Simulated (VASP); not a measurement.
## W: single point with PBE

The system is W.

```xyz
1
Lattice="-1.7251 1.7251 1.5973 1.7251 -1.7251 1.5973 1.7251 1.7251 -1.5973" Properties=species:S:1:pos:R:3 pbc="T T T"
W     0.0000    0.0000    0.0000
```

This cell differs from its parent crystal: strain +0.080 along x and y, +0.000 along z.

```json
{
 "Program": "VASP 6.6.1",
 "Task": "single point",
 "Functional": "PBE",
 "Potentials or basis": "VASP PAW PBE potentials, release 64 (W_sv)",
 "Cutoff": "520 eV",
 "k mesh": "20 × 20 × 20",
 "Occupations": "gaussian, width 0.15 eV",
 "Spin": "no spin polarisation",
 "Dipole correction": "no",
 "Further INCAR settings": "ALGO = Fast; EDIFF = 1e-07; NBANDS = 13"
}
```

* Pressure: -34.2 GPa
* Band gap on the k mesh: zero (band 7 reaches 12.88 eV, above the bottom of band 8 at 8.11 eV)

Stress tensor (GPa, compression positive):
```
-39.57   0.00   0.00
  0.00 -39.57   0.00
  0.00   0.00 -23.50
```

Levels at points of the mesh, in eV from the Fermi level:
```
           k point  band 3  band 4  band 5  band 6  band 7  band 8  band 9  band 10  band 11  band 12
(0.00, 0.00, 0.00)  -38.22  -38.18   -8.60   -1.48   -0.63   -0.63    1.24     2.31    13.67    13.67
(0.50, 0.00, 0.00)  -38.46  -38.23   -5.15   -3.04    0.44    1.69    2.94     4.67     8.59    10.83
(0.50, 0.50, 0.00)  -38.38  -38.20   -5.25   -2.17   -0.07    0.95    2.08     4.56     8.10    11.41
(0.50, 0.50, 0.50)  -38.75  -38.60   -4.59   -4.45    3.90    3.90    4.14     6.31     6.31     8.34
```

It took 100 s on 1 thread of AMD EPYC 9R45 96-Core Processor (Zen 5), on a shared host, peak memory 0.23 GiB.

Caveat: the cell differs from its parent crystal (strain +0.080 along x and y, +0.000 along z); spin-orbit coupling is left out, which moves the levels of the heavy elements.
